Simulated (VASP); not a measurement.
# MgO (P-6m2) in VASP: single point with r2SCAN

Aim: the single point of MgO with r2SCAN.

Program: VASP 6.6.1. These are calculated values, not measurements. Logs are shortened: lines on timing, memory, paths and dates and some standing lists are left out, and cuts for length are marked.

**1. The cell of the first run**

The structure is hexagonal, space group P-6m2 (No. 187). The conventional cell has a = 2.939 Å, b = 2.939 Å, c = 2.681 Å, α = 90.00°, β = 90.00°, γ = 120.00°. Mg (site symmetry -6m2) has 6 O at 2.16 Å and 8 Mg at 2.68 to 2.94 Å within 3.0 Å. Within 3.0 Å of O (site symmetry -6m2) lie 6 Mg at 2.16 Å and 8 O at 2.68 to 2.94 Å.

**2. Single point, r2SCAN (strained)**

The input, POSCAR:

```
MgO
1.0
    2.9389316899      0.0000000000      0.0000000000
   -1.4694658449      2.5451895034      0.0000000000
    0.0000000000      0.0000000000      2.6805107008
Mg O
1 1
Direct
    0.0000000000      0.0000000000      0.0000000000
    0.3333333300      0.6666666700      0.5000000000
```

The input, INCAR.step1:

```
ALGO = Normal
EDIFF = 1E-5
ENCUT = 750
GGA = PE
GGA_COMPAT = False
ISMEAR = 0
LASPH = True
LCHARG = False
LREAL = False
LWAVE = True
NBANDS = 15
NELM = 120
PREC = Accurate
SIGMA = 0.02
```

The input, INCAR.step2:

```
ALGO = Normal
EDIFF = 1E-6
ENCUT = 750
GGA_COMPAT = False
ISIF = 2
ISMEAR = 0
ISTART = 1
LASPH = True
LCHARG = False
LMIXTAU = True
LREAL = False
LWAVE = False
METAGGA = R2SCAN
NBANDS = 15
NELM = 120
PREC = Accurate
SIGMA = 0.02
```

The input, KPOINTS:

```
k-points
0
Gamma
  12 12 10
```

Potentials or basis: VASP PAW PBE potentials, release 64 (Mg_sv, O).

Run with:

```
cat potpaw_PBE.64/Mg_sv/POTCAR potpaw_PBE.64/O/POTCAR > POTCAR
cp INCAR.step1 INCAR
mpirun -np 1 vasp_std > vasp.out
cp INCAR.step2 INCAR
mpirun -np 1 vasp_std > vasp.out
```

OUTCAR:

```text
EDIFF = 1E-6
   ENCUT = 750
   ISIF = 2
   ISMEAR = 0
   ISTART = 1
   LASPH = True
   LREAL = False
   METAGGA = R2SCAN
   NELM = 120
   PREC = Accurate

 ion  position               nearest neighbor table
   1  0.000  0.000  0.000-
   2  0.333  0.667  0.500-

  LATTYP: Found a hexagonal cell.
 ALAT       =     2.9389316899
 C/A-ratio  =     0.9120697531

  Lattice vectors:

 A1 = (   2.9389316899,   0.0000000000,   0.0000000000)
 A2 = (  -1.4694658449,   2.5451895034,   0.0000000000)
 A3 = (   0.0000000000,   0.0000000000,   2.6805107008)

Analysis of symmetry for initial positions (statically):
=====================================================================
 Subroutine PRICEL returns:
 Original cell was already a primitive cell.

 Routine SETGRP: Setting up the symmetry group for a
 hexagonal supercell.

 Subroutine GETGRP returns: Found 12 space group operations
 (whereof 12 operations were pure point group operations)
 out of a pool of 24 trial point group operations.

The static configuration has the point symmetry D_3h.

Analysis of symmetry for dynamics (positions and initial velocities):
=====================================================================
 Subroutine PRICEL returns:
 Original cell was already a primitive cell.

 Routine SETGRP: Setting up the symmetry group for a
 hexagonal supercell.

 Subroutine GETGRP returns: Found 12 space group operations
 (whereof 12 operations were pure point group operations)
 out of a pool of 24 trial point group operations.

The dynamic configuration has the point symmetry D_3h.

 Subroutine INISYM returns: Found 12 space group operations
 (whereof 12 operations are pure point group operations),
 and found     1 'primitive' translations

----------------------------------------------------------------------------------------

                                     Primitive cell

  volume of cell :      20.0506

  direct lattice vectors                    reciprocal lattice vectors
     2.938931690  0.000000000  0.000000000     0.340259695  0.196449026  0.000000000
    -1.469465845  2.545189503  0.000000000     0.000000000  0.392898053  0.000000000
     0.000000000  0.000000000  2.680510701     0.000000000  0.000000000  0.373063237

  length of vectors
     2.938931690  2.938931690  2.680510701     0.392898053  0.392898053  0.373063237

  position of ions in fractional coordinates (direct lattice)
     0.000000000  0.000000000  0.000000000
[... 87 lines left out ...]
   TEBEG  =    0.0;   TEEND  =   0.0 temperature during run
   PSTRESS=    0.0 pullay stress
   NELECT =      16.0000    total number of electrons
   NUPDOWN=      -1.0000    fix difference up-down
   EMIN   =  10.00;   EMAX   =-10.00  energy-range for DOS
   EFERMI =   0.00;   METHOD = LEGACY
   ISMEAR =     0;   SIGMA  =   0.02  broadening in eV -4-tet -1-fermi 0-gaus
   EFERMI_NEDOS =   21; number of points for ismear=-14 and -15
   IALGO  =     38    algorithm
   IMIX   =      4    mixing-type and parameters
     AMIX     =   0.40;   BMIX     =  1.00
     AMIX_MAG =   1.60;   BMIX_MAG =  1.00
  volume/ion in A,a.u.               =      10.03        67.65
  Fermi-wavevector in a.u.,A,eV,Ry     =   1.518468  2.869489 31.371585  2.305746
  Thomas-Fermi vector in A             =   2.627585
   LORBIT       =      0    0 simple, 1 ext, 2 COOP (PROOUT), +10 PAW based schemes
   METAGGA = R2SCAN    functional components
   LHFCALC =     F    Hartree Fock is set to
   AEXX    =    0.0000 exact exchange contribution
   IVDW    =     0    specifies the selected vdW correction
   LEPSILON=     F    determine dielectric tensor
   LRPA    =     F    only Hartree local field effects (RPA)
 non-spin polarized calculation
 Gauss-broadening in eV      SIGMA  =   0.02
  energy-cutoff  :      750.00
  volume of cell :       20.05
 maximum number of plane-waves:       960
 NGX is ok and might be reduce to    28
   NGX = 13   NGY = 13   NGZ = 11

 number of electron      16.0000000 magnetization

 Free energy of the ion-electron system (eV)
  ---------------------------------------------------
  ext. energy  EPLUGINS =         0.00000000
  ---------------------------------------------------
  free energy    TOTEN  =       -15.41332852 eV

  energy without entropy =      -15.41332852  energy(sigma->0) =      -15.41332852

 E-fermi :   2.8087     XC(G=0): -11.6268

 val. band max:        2.6918875504   @ k =   0.3333   0.3333   0.0000
 cond. band min:       6.4929785306   @ k =   0.0000   0.0000   0.0000
 fundamental gap:      3.8010909802
 Fermi energy:         2.8086709107

 k-point     1 :       0.0000    0.0000    0.0000
  band No.  band energies     occupation
      1     -73.4187      2.00000
      2     -38.5257      2.00000
      3     -38.5257      2.00000
      4     -38.4636      2.00000
      5     -15.6866      2.00000
      6       2.0694      2.00000
      7       2.0694      2.00000
      8       2.2861      2.00000
      9       6.4930      0.00000
     10      15.5965      0.00000
     11      19.3234      0.00000
     12      19.3234      0.00000
     13      23.8328      0.00000
     14      24.9887      0.00000
[... 401 lines left out ...]
      2     -38.5749      2.00000
      3     -38.5360      2.00000
      4     -38.4677      2.00000
      5     -14.8800      2.00000
      6      -1.2429      2.00000
      7       1.5592      2.00000
      8       2.0583      2.00000
      9       9.8627      0.00000
     10      14.2929      0.00000
     11      17.8286      0.00000
     12      21.2263      0.00000
     13      21.4850      0.00000
     14      27.2011      0.00000
     15      27.6222      0.00000

 [... further k-points ...]

------------------------ aborting loop because EDIFF is reached ----------------------------------------

  FORCE on cell =-STRESS in cart. coord.  units (eV):
  Direction    XX          YY          ZZ          XY          YZ          ZX
  --------------------------------------------------------------------------------------
  -------------------------------------------------------------------------------------
  Total       -0.6924361     -0.6924361     -0.7851755     -0.0000000      0.0000000      0.0000000
  in kB      -55.3303159    -55.3303159    -62.7408145     -0.0000000      0.0000000      0.0000000
  external PRESSURE =     -57.8004821 kB  Pullay stress =       0.0000000 kB

 VOLUME and BASIS-vectors are now :
 -----------------------------------------------------------------------------
  energy-cutoff  :      750.00
  volume of cell :       20.05
      direct lattice vectors                 reciprocal lattice vectors
     2.938931690  0.000000000  0.000000000     0.340259695  0.196449026  0.000000000
    -1.469465845  2.545189503  0.000000000     0.000000000  0.392898053  0.000000000
     0.000000000  0.000000000  2.680510701     0.000000000  0.000000000  0.373063237

 POSITION                                       TOTAL-FORCE (eV/Angst)
 -----------------------------------------------------------------------------------
      0.00000      0.00000      0.00000        -0.000000     -0.000000      0.000000
     -0.00000      1.69679      1.34026         0.000000      0.000000      0.000000
 -----------------------------------------------------------------------------------
    total drift:                                0.000017     -0.000010      0.000000

  FREE ENERGIE OF THE ION-ELECTRON SYSTEM (eV)
  ---------------------------------------------------
  free  energy   TOTEN  =       -15.4133285174 eV

  energy  without entropy=      -15.4133285174  energy(sigma->0) =      -15.41332852
```

OSZICAR.step1:

```text
N       E                     dE             d eps       ncg     rms          rms(c)
DAV:   1     0.147873170167E+03    0.14787E+03   -0.12701E+04  3428   0.161E+03
DAV:   2    -0.753680183905E+01   -0.15541E+03   -0.14744E+03  4162   0.408E+02
DAV:   3    -0.129241413975E+02   -0.53873E+01   -0.53623E+01  4490   0.739E+01
DAV:   4    -0.130052061924E+02   -0.81065E-01   -0.81058E-01  3946   0.899E+00
DAV:   5    -0.130067719646E+02   -0.15658E-02   -0.15658E-02  4388   0.103E+00    0.878E+00
DAV:   6    -0.112664532330E+02    0.17403E+01   -0.25955E+00  3469   0.152E+01    0.292E+00
DAV:   7    -0.112354536172E+02    0.31000E-01   -0.14494E-01  4008   0.343E+00    0.175E+00
DAV:   8    -0.112147508774E+02    0.20703E-01   -0.50793E-02  4176   0.238E+00    0.376E-01
DAV:   9    -0.112135057278E+02    0.12451E-02   -0.44054E-03  4015   0.583E-01    0.115E-01
DAV:  10    -0.112137536866E+02   -0.24796E-03   -0.29366E-04  3679   0.199E-01    0.631E-02
DAV:  11    -0.112137436756E+02    0.10011E-04   -0.33959E-05  4351   0.659E-02    0.671E-03
DAV:  12    -0.112137447058E+02   -0.10302E-05   -0.18789E-06  2508   0.182E-02
   1 F= -.11213745E+02 E0= -.11213745E+02  d E =-.129308E-99
```

It took 2.1 min on 1 thread of Intel Xeon Platinum 8559C (Emerald Rapids), shared host; peak memory 0.19 GiB.

What came out:

| Quantity | Value |
| --- | --- |
| Free energy | -15.4133 eV |
| Pressure | -5.8 GPa |
| Band gap on the k mesh | 3.80 eV (least direct gap 4.21 eV) |

Caveat: the cell differs from its parent crystal (strained); the cell stands under tension; the PAW data sets were made with another functional, which shifts forces and pressure a little. A k mesh can miss the band edges.
